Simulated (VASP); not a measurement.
# Na4IN (P2/m) in VASP: a series of runs

Na4IN is run at these levels: PBE; tasks: single point, relaxation of cell and atoms.

All numbers are computed with VASP 6.6.1; they aren't measurements. Logs are shortened: lines on timing, memory, paths and dates and some standing lists are left out, and cuts for length are marked.

### 1 The cell of the first run

It takes space group P2/m (No. 10, monoclinic). The conventional cell has a = 5.868 Å, b = 4.058 Å, c = 8.253 Å, α = 90.00°, β = 94.33°, γ = 90.00°. Na (site symmetry m) has 1 N at 2.30 Å within 3.0 Å. Within 3.3 Å of Na (site symmetry m) lie 2 N at 2.48 Å and 3 Na at 2.83 to 3.24 Å. Within 4.1 Å of I (site symmetry 2/m) lie 6 Na at 3.14 to 3.45 Å and 2 I at 4.06 Å. Within 3.0 Å of N (site symmetry 2/m) lie 6 Na at 2.30 to 2.48 Å.

The cell was generated, and may not be a known phase.

### 2 Single point, PBE

File INCAR:

```
SYSTEM = Na4IN
PREC = Accurate
ENCUT = 520
EDIFF = 1E-7
ISMEAR = 0
SIGMA = 0.15
LREAL = .FALSE.
LASPH = .TRUE.
NELM = 100
ALGO = Normal
ISIF = 2
LWAVE = .FALSE.
LCHARG = .TRUE.
GGA = PE
LELF = .TRUE.
LVHAR = .TRUE.
NBANDS = 29
```

File KPOINTS:

```
regular mesh
0
G
  2 3 2
  0 0 0
```

File POSCAR:

```
Na4IN
1.0
    5.8620329067      0.0000000000      0.2575183595
    0.0000000000      4.0583153079      0.0000000000
    0.2610949753      0.0000000000      8.2489861202
Na I N
4 1 1
Direct
    0.1926228711      0.0000000000      0.2325748808
    0.1922627955      0.5000000000      0.8852350581
    0.8077372045      0.5000000000      0.1147649419
    0.8073771289      0.0000000000      0.7674251192
    0.0000000000      0.5000000000      0.5000000000
    0.0000000000      0.0000000000      0.0000000000
```

Potentials or basis: VASP PAW PBE potentials, release 64 (Na_pv, I, N).

Launch:

```
$ cat potpaw_PBE.64/Na_pv/POTCAR potpaw_PBE.64/I/POTCAR potpaw_PBE.64/N/POTCAR > POTCAR
$ mpirun -np 1 vasp_std > vasp.out
```

OUTCAR:

```text
SYSTEM = Na4IN
   PREC = Accurate
   ENCUT = 520
   EDIFF = 1E-7
   ISMEAR = 0
   LREAL = .FALSE.
   LASPH = .TRUE.
   NELM = 100
   ISIF = 2
   GGA = PE

 ion  position               nearest neighbor table
   1  0.193  0.000  0.233-   5 3.14   5 3.14
   2  0.192  0.500  0.885-
   3  0.808  0.500  0.115-
   4  0.807  0.000  0.767-   5 3.14   5 3.14
   5  0.000  0.500  0.500-   1 3.14   4 3.14   1 3.14   4 3.14
   6  0.000  0.000  0.000-

  LATTYP: Found a simple monoclinic cell.
 ALAT       =     5.8676865547
 B/A-ratio  =     0.6916380536
 C/A-ratio  =     1.4065368126
 COS(beta)  =    -0.0754710185

  Lattice vectors:

 A1 = (   5.8620329067,   0.0000000000,   0.2575183595)
 A2 = (   0.0000000000,  -4.0583153079,   0.0000000000)
 A3 = (  -0.2610949753,   0.0000000000,  -8.2489861202)

Analysis of symmetry for initial positions (statically):
=====================================================================
 Subroutine PRICEL returns:
 Original cell was already a primitive cell.

 Routine SETGRP: Setting up the symmetry group for a
 simple monoclinic supercell.

 Subroutine GETGRP returns: Found  4 space group operations
 (whereof  4 operations were pure point group operations)
 out of a pool of  4 trial point group operations.

The static configuration has the point symmetry C_2h.

Analysis of symmetry for dynamics (positions and initial velocities):
=====================================================================
 Subroutine PRICEL returns:
 Original cell was already a primitive cell.

 Routine SETGRP: Setting up the symmetry group for a
 simple monoclinic supercell.

 Subroutine GETGRP returns: Found  4 space group operations
 (whereof  4 operations were pure point group operations)
 out of a pool of  4 trial point group operations.

The dynamic configuration has the point symmetry C_2h.

 Subroutine INISYM returns: Found  4 space group operations
 (whereof  4 operations are pure point group operations),
 and found     1 'primitive' translations

----------------------------------------------------------------------------------------

                                     Primitive cell

  volume of cell :     195.9703

  direct lattice vectors                    reciprocal lattice vectors
     5.862032907  0.000000000  0.257518360     0.170826812  0.000000000 -0.005406970
     0.000000000  4.058315308  0.000000000     0.000000000  0.246407665  0.000000000
     0.261094975  0.000000000  8.248986120    -0.005332903  0.000000000  0.121395815

  length of vectors
     5.867686555  4.058315308  8.253117144     0.170912361  0.246407665  0.121512896

  position of ions in fractional coordinates (direct lattice)
     0.192622871  0.000000000  0.232574881
     0.192262795  0.500000000  0.885235058
     0.807737205  0.500000000  0.114764942
     0.807377129  0.000000000  0.767425119
     1.000000000  0.500000000  0.500000000
     0.000000000  0.000000000  0.000000000

  ion indices of the primitive-cell ions
   primitive index   ion index
                 1           1
                 2           2
                 3           3
                 4           4
                 5           5
                 6           6

----------------------------------------------------------------------------------------

 KPOINTS: regular mesh

Automatic generation of k-mesh.
 Grid dimensions read from file:
 generate k-points for:    2    3    2

 Generating k-lattice:

  Cartesian coordinates                     Fractional coordinates (reciprocal lattice)
     0.085413406  0.000000000 -0.002703485     0.500000000  0.000000000 -0.000000000
     0.000000000  0.082135888  0.000000000     0.000000000  0.333333333  0.000000000
    -0.002666451  0.000000000  0.060697908     0.000000000  0.000000000  0.500000000

  Length of vectors
     0.085456180  0.082135888  0.060756448

  Shift w.r.t. Gamma in fractional coordinates (k-lattice)
     0.000000000  0.000000000  0.000000000

 Subroutine IBZKPT returns following result:
 ===========================================

 Found      8 irreducible k-points:

 Following reciprocal coordinates:
            Coordinates               Weight
  0.000000  0.000000  0.000000      1.000000
  0.500000  0.000000 -0.000000      1.000000
  0.000000  0.333333  0.000000      2.000000
  0.500000  0.333333 -0.000000      2.000000
  0.000000  0.000000  0.500000      1.000000
  0.500000  0.000000  0.500000      1.000000
  0.000000  0.333333  0.500000      2.000000
  0.500000  0.333333  0.500000      2.000000
   k-points           NKPTS =      8   k-points in BZ     NKDIM =      8   number of bands    NBANDS=     29
   number of dos      NEDOS =    301   number of ions     NIONS =      6
   total plane-waves  NPLWV =  92160
   dimension x,y,z NGX =    48 NGY =   30 NGZ =   64
   dimension x,y,z NGXF=    96 NGYF=   60 NGZF=  128
   ions per type =               4   1   1
   NGX,Y,Z   is equivalent  to a cutoff of  13.60, 12.29, 12.89 a.u.
   NGXF,Y,Z  is equivalent  to a cutoff of  27.20, 24.58, 25.78 a.u.
 SYSTEM =  Na4IN
   PREC   = accura    normal or accurate (medium, high low for compatibility)
   ISTART =      0    job   : 0-new  1-cont  2-samecut
   ICHARG =      2    charge: 1-file 2-atom 10-const
   ISPIN  =      1    spin polarized calculation?
   LNONCOLLINEAR =      F non collinear calculations
   LSORBIT =      F    spin-orbit coupling
   LASPH  =      T    aspherical Exc in radial PAW
   ENCUT  =  520.0 eV  38.22 Ry    6.18 a.u.  10.91  7.55 15.35*2*pi/ulx,y,z
   NELM   =    100;   NELMIN=  2; NELMDL= -5     # of ELM steps
   EDIFF  = 0.1E-06   stopping-criterion for ELM
   LREAL  =      F    real-space projection
   EDIFFG = 0.1E-05   stopping-criterion for IOM
   NSW    =      0    number of steps for IOM
   IBRION =     -1    ionic relax: 0-MD 1-quasi-New 2-CG
   NFREE  =      0    steps in history (QN), initial steepest desc. (CG)
   ISIF   =      2    stress and relaxation
   ISYM   =      2    0-nonsym 1-usesym 2-fastsym
   POTIM  = 0.5000    time-step for ionic-motion
   TEBEG  =    0.0;   TEEND  =   0.0 temperature during run
   PSTRESS=    0.0 pullay stress
   NELECT =      40.0000    total number of electrons
   NUPDOWN=      -1.0000    fix difference up-down
   EMIN   =  10.00;   EMAX   =-10.00  energy-range for DOS
   EFERMI =   0.00;   METHOD = LEGACY
   ISMEAR =     0;   SIGMA  =   0.15  broadening in eV -4-tet -1-fermi 0-gaus
   EFERMI_NEDOS =   21; number of points for ismear=-14 and -15
   IALGO  =     38    algorithm
   IMIX   =      4    mixing-type and parameters
     AMIX     =   0.40;   BMIX     =  1.00
     AMIX_MAG =   1.60;   BMIX_MAG =  1.00
  volume/ion in A,a.u.               =      32.66       220.41
  Fermi-wavevector in a.u.,A,eV,Ry     =   0.963899  1.821504 12.641182  0.929101
  Thomas-Fermi vector in A             =   2.093484
   LORBIT       =      0    0 simple, 1 ext, 2 COOP (PROOUT), +10 PAW based schemes
   GGA     = PE    functional components
   LHFCALC =     F    Hartree Fock is set to
   AEXX    =    0.0000 exact exchange contribution
   IVDW    =     0    specifies the selected vdW correction
   LEPSILON=     F    determine dielectric tensor
   LRPA    =     F    only Hartree local field effects (RPA)
 non-spin polarized calculation
 Gauss-broadening in eV      SIGMA  =   0.15
  energy-cutoff  :      520.00
  volume of cell :      195.97
 maximum number of plane-waves:      5306
 NGX is ok and might be reduce to    48
   NGX = 21   NGY = 15   NGZ = 31

 number of electron      39.9999956 magnetization

 Free energy of the ion-electron system (eV)
  ---------------------------------------------------
  ext. energy  EPLUGINS =         0.00000000
  ---------------------------------------------------
  free energy    TOTEN  =       -16.02208665 eV

  energy without entropy =      -15.98712055  energy(sigma->0) =      -16.00460360

 E-fermi :   0.8333     XC(G=0):  -6.6131

 val. band max:        0.8022182167   @ k =   0.5000   0.0000  -0.0000
 cond. band min:       0.8394939720   @ k =   0.0000   0.0000   0.5000
 fundamental gap:      0.0372757553
 Fermi energy:         0.8333294479

 k-point     1 :       0.0000    0.0000    0.0000
  band No.  band energies     occupation
      1     -23.2969      2.00000
      2     -23.2961      2.00000
      3     -23.2916      2.00000
      4     -23.2901      2.00000
      5     -23.1863      2.00000
      6     -23.1809      2.00000
[... 21 lines left out ...]
     28       7.6335      0.00000
     29       7.7638      0.00000

 k-point     2 :       0.5000    0.0000   -0.0000
  band No.  band energies     occupation
      1     -23.2968      2.00000
      2     -23.2961      2.00000
      3     -23.2912      2.00000
      4     -23.2902      2.00000
      5     -23.1862      2.00000
      6     -23.1810      2.00000
[... 21 lines left out ...]
     28       7.2485      0.00000
     29       7.7442      0.00000

 k-point     3 :       0.0000    0.3333    0.0000
  band No.  band energies     occupation
      1     -23.3041      2.00000
      2     -23.3038      2.00000
      3     -23.2901      2.00000
      4     -23.2893      2.00000
      5     -23.1855      2.00000
      6     -23.1791      2.00000
[... 21 lines left out ...]
     28       5.8129      0.00000
     29       6.2545      0.00000

 k-point     4 :       0.5000    0.3333   -0.0000
  band No.  band energies     occupation
      1     -23.3042      2.00000
      2     -23.3040      2.00000
      3     -23.2900      2.00000
      4     -23.2896      2.00000
      5     -23.1855      2.00000
      6     -23.1792      2.00000
[... 21 lines left out ...]
     28       6.2613      0.00000
     29       7.0388      0.00000

 k-point     5 :       0.0000    0.0000    0.5000
  band No.  band energies     occupation
      1     -23.2967      2.00000
      2     -23.2963      2.00000
      3     -23.2909      2.00000
      4     -23.2908      2.00000
      5     -23.1856      2.00000
      6     -23.1816      2.00000
[... 21 lines left out ...]
     28       6.5918      0.00000
     29       6.7808      0.00000

 k-point     6 :       0.5000    0.0000    0.5000
  band No.  band energies     occupation
      1     -23.2966      2.00000
      2     -23.2963      2.00000
      3     -23.2910      2.00000
      4     -23.2904      2.00000
      5     -23.1855      2.00000
      6     -23.1817      2.00000
[... 21 lines left out ...]
     28       7.2818      0.00000
     29       7.9046      0.00000

 k-point     7 :       0.0000    0.3333    0.5000
  band No.  band energies     occupation
      1     -23.3043      2.00000
      2     -23.3036      2.00000
      3     -23.2899      2.00000
      4     -23.2895      2.00000
      5     -23.1849      2.00000
      6     -23.1797      2.00000
[... 21 lines left out ...]
     28       5.7742      0.00000
     29       6.8141      0.00000

 k-point     8 :       0.5000    0.3333    0.5000
  band No.  band energies     occupation
      1     -23.3045      2.00000
      2     -23.3037      2.00000
      3     -23.2902      2.00000
      4     -23.2894      2.00000
      5     -23.1849      2.00000
      6     -23.1797      2.00000
[... 21 lines left out ...]
     28       6.0254      0.00000
     29       7.2984      0.00000

------------------------ aborting loop because EDIFF is reached ----------------------------------------

  FORCE on cell =-STRESS in cart. coord.  units (eV):
  Direction    XX          YY          ZZ          XY          YZ          ZX
  --------------------------------------------------------------------------------------
  -------------------------------------------------------------------------------------
  Total        0.0888817      0.0047722      0.1542566      0.0000000      0.0000000      0.1651723
  in kB        0.7266623      0.0390159      1.2611422      0.0000000      0.0000000      1.3503846
  external PRESSURE =       0.6756068 kB  Pullay stress =       0.0000000 kB

 VOLUME and BASIS-vectors are now :
 -----------------------------------------------------------------------------
  energy-cutoff  :      520.00
  volume of cell :      195.97
      direct lattice vectors                 reciprocal lattice vectors
     5.862032907  0.000000000  0.257518360     0.170826812  0.000000000 -0.005406970
     0.000000000  4.058315308  0.000000000     0.000000000  0.246407665  0.000000000
     0.261094975  0.000000000  8.248986120    -0.005332903  0.000000000  0.121395815

 POSITION                                       TOTAL-FORCE (eV/Angst)
 -----------------------------------------------------------------------------------
      1.18989      0.00000      1.96811         0.011997      0.000000      0.022872
      1.35818      2.02916      7.35180         0.011756     -0.000000      0.005316
      4.76495      2.02916      1.15470        -0.011756      0.000000     -0.005316
      4.93324      0.00000      6.53839        -0.011997      0.000000     -0.022872
      0.13055      2.02916      4.12449         0.000000      0.000000      0.000000
      0.00000      0.00000      0.00000        -0.000000      0.000000      0.000000
 -----------------------------------------------------------------------------------
    total drift:                                0.000000      0.000000      0.000000

  FREE ENERGIE OF THE ION-ELECTRON SYSTEM (eV)
  ---------------------------------------------------
  free  energy   TOTEN  =       -16.0220866466 eV

  energy  without entropy=      -15.9871205495  energy(sigma->0) =      -16.00460360
```

Wall time 1.9 min (1 thread of Oxide Virtual Turin-like, shared host); peak memory 0.27 GiB.

What came out:

* Free energy: -16.0221 eV
* Pressure: 0.1 GPa
* Largest force: 0.026 eV/Å
* Band gap on the k mesh: zero (bands 20 and 21 overlap by 0.01 eV)

Forces on the atoms (eV/Å):
```
Na   0.012  0.000  0.023
Na   0.012  0.000  0.005
Na  -0.012  0.000 -0.005
Na  -0.012  0.000 -0.023
I    0.000  0.000  0.000
N    0.000  0.000  0.000
```

Caveat: the k points lie up to 0.54 Å⁻¹ apart; semilocal functionals underestimate gaps, and a narrow one can read as zero; spin-orbit coupling is left out, which moves the levels of the heavy elements.

### 3 Relaxation of cell and atoms, PBE

This run uses another cell than the first one, of 26.72 Å³/atom.

File INCAR:

```
  PREC = Accurate
  ENCUT = 600
  EDIFF = 1E-7
  ISMEAR = 0
  SIGMA = 0.15
  LREAL = F
  LASPH = T
  NELM = 80
  ALGO = Normal
  ISIF = 3
  LWAVE = F
  LCHARG = F
  GGA = PE
  IBRION = 2
  NSW = 36
  EDIFFG = -0.08
```

File KPOINTS:

```
regular mesh
0
Gamma
  2 3 2
```

File POSCAR:

```
Na4IN
1.0
    6.0801060800      0.0000000000      0.0000000000
    0.0000000000      3.8933056000      0.0000000000
   -0.0266863700      0.0000000000      6.7720279400
Na I N
4 1 1
Direct
    0.2390589100      0.0000000000      0.3445338900
    0.2490880000      0.5000000000      0.8215625300
    0.7509120000      0.5000000000      0.1784374700
    0.7609410900      0.0000000000      0.6554661100
    0.0000000000      0.5000000000      0.5000000000
    0.0000000000      0.0000000000      0.0000000000
```

Potentials or basis: VASP PAW PBE potentials, release 64 (Na_pv, I, N).

Launch:

```
$ cat potpaw_PBE.64/Na_pv/POTCAR potpaw_PBE.64/I/POTCAR potpaw_PBE.64/N/POTCAR > POTCAR
$ mpirun -np 1 vasp_std > vasp.out
```

Wall time 18 min (1 thread of Oxide Virtual Turin-like, shared host); peak memory 0.28 GiB.

The run converged. Its results:

- Free energy: -15.9877 eV
- Relaxed volume: 30.16 Å³/atom
- Relaxed cell: a = 5.484 Å, b = 4.026 Å, c = 8.230 Å, α = 90.00°, β = 95.21°, γ = 90.00°
- Space group after relaxing (to 0.1 Å): P2/m (No. 10)
- Energy gained by relaxing: 514.6 meV/atom
- Ionic steps: 17
- Pressure after relaxing: 0.1 GPa
- Largest force after relaxing: 0.053 eV/Å
- Band gap on the k mesh: zero (bands 20 and 21 overlap by 0.01 eV)

Forces in eV/Å, atoms in the order of the input:
```
Na  -0.044  0.000  0.030
Na  -0.021  0.000  0.016
Na   0.021  0.000 -0.016
Na   0.044  0.000 -0.030
I    0.000  0.000  0.000
N    0.000  0.000  0.000
```

Stress tensor (GPa, compression positive):
```
 0.19  0.00  0.03
 0.00  0.14  0.00
 0.03  0.00 -0.03
```

The path:
```
step  energy change (eV)  largest force (eV/Å)  pressure (GPa)  volume (Å³)
   1              0.0000                2.0393            5.27       160.31
   2             -0.9549                1.2027            0.84       181.55
   3             -1.2256                0.9564           -1.61       207.34
   4             -1.5583                0.9332           -1.52       201.97
   5             -2.4684                0.7576           -0.82       186.12
   6             -1.6601                2.6863            6.54       155.51
   7             -2.7277                0.4903           -0.18       178.64
   8             -2.8102                0.3312            1.19       170.31
   9             -2.8214                0.3213            0.71       172.73
  10             -2.9910                0.3170            0.36       177.35
  11             -3.0068                0.4551            0.24       180.28
  12             -3.0119                0.4038            0.26       179.44
  13             -3.0636                0.1648           -0.25       183.42
  14             -3.0679                0.1524           -0.43       184.88
  15             -3.0823                0.1023            0.20       179.62
  16             -3.0827                0.0980            0.11       180.32
  17             -3.0874                0.0529            0.10       180.97
```

Final structure:
```yaml
crystal:
  lattice:
    - [5.47824, 0.00000, -0.26100]
    - [0.00000, 4.02578, 0.00000]
    - [-0.35648, 0.00000, 8.22257]
  atoms:
    - { symbol: Na, position: [0.22783, 0.00000, 0.25030] }
    - { symbol: Na, position: [0.19474, 0.50000, 0.89823] }
    - { symbol: Na, position: [0.80526, 0.50000, 0.10177] }
    - { symbol: Na, position: [0.77217, 0.00000, 0.74970] }
    - { symbol: I, position: [0.00000, 0.50000, 0.50000] }
    - { symbol: N, position: [0.00000, 0.00000, 0.00000] }
```

Levels at points of the mesh, in eV from the Fermi level:
| k point | band 17 | band 18 | band 19 | band 20 | band 21 | band 22 | band 23 | band 24 |
| --- | --- | --- | --- | --- | --- | --- | --- | --- |
| (0.00, 0.00, 0.00) | -2.04 | -0.69 | -0.66 | -0.38 | -0.05 | 1.96 | 2.24 | 3.56 |
| (0.50, 0.00, 0.00) | -2.02 | -1.38 | -0.45 | -0.04 | 0.94 | 1.64 | 2.00 | 3.91 |
| (0.00, 0.00, 0.50) | -2.04 | -1.16 | -0.48 | -0.06 | 0.03 | 0.84 | 3.60 | 4.26 |
| (0.50, 0.00, 0.50) | -2.01 | -1.55 | -0.82 | -0.04 | 1.34 | 1.66 | 3.38 | 3.49 |

Caveat: the k points lie up to 0.58 Å⁻¹ apart in the final cell; semilocal functionals underestimate gaps, and a narrow one can read as zero; a cell axis changed by over 15 % at a fixed basis, so the end point is rough; spin-orbit coupling is left out, which moves the levels of the heavy elements; the relaxation stopped at a loose force limit of 0.08 eV/Å, so its end isn't a converged minimum.

The gap in the log of VASP goes by the Fermi energy; the results here count the filled bands.